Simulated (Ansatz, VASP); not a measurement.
## Two plane-wave programs on NaCl

```
Na Cl
1.0
     0.00000    2.83175    2.83175
     2.83175    0.00000    2.83175
     2.83175    2.83175    0.00000
Na Cl
1 1
Cartesian
  0.0000 0.0000 0.0000
  2.9908 2.6727 2.8317
```

Change from the starting cell: all Cl atoms moved +0.225 Å, as atom 2 along Cartesian [1 -1 0].

Alike in both runs: task single point; functional PBEsol; k mesh 8 × 8 × 8; occupations gaussian, width 0.05 eV; no spin polarisation.

```csv
,VASP,Ansatz
version,VASP 6.6.1,Ansatz 0.2.0
potentials or method,"VASP PAW PBE potentials, release 64 (Na_pv, Cl), cutoff 520 eV","scalar-relativistic, plane waves, PAW"
valence electrons in the cell,14,16
```

|  | VASP | Ansatz | Ansatz less VASP |
| --- | --- | --- | --- |
| gap on the k mesh at the Fermi level (eV) | 4.89 | 4.90 | +0.004 |
| least direct gap on the mesh (eV) | 4.89 | 4.90 | +0.004 |
| pressure (GPa) | -0.3 | -0.3 | -0.02 |
| traceless stress, the component that is largest in VASP (GPa) | -0.61 | -0.60 | +0.010 |
| rms of the force components (eV/Å) | 0.168 | 0.165 | -0.0032 |

VASP's potentials were made for PBE, not for PBEsol. Atom by atom the forces differ by 0.003 eV/Å (rms over components). VASP's potentials hold 14 valence electrons a cell and Ansatz's 16, so a difference there can come from the potentials and not from the codes.
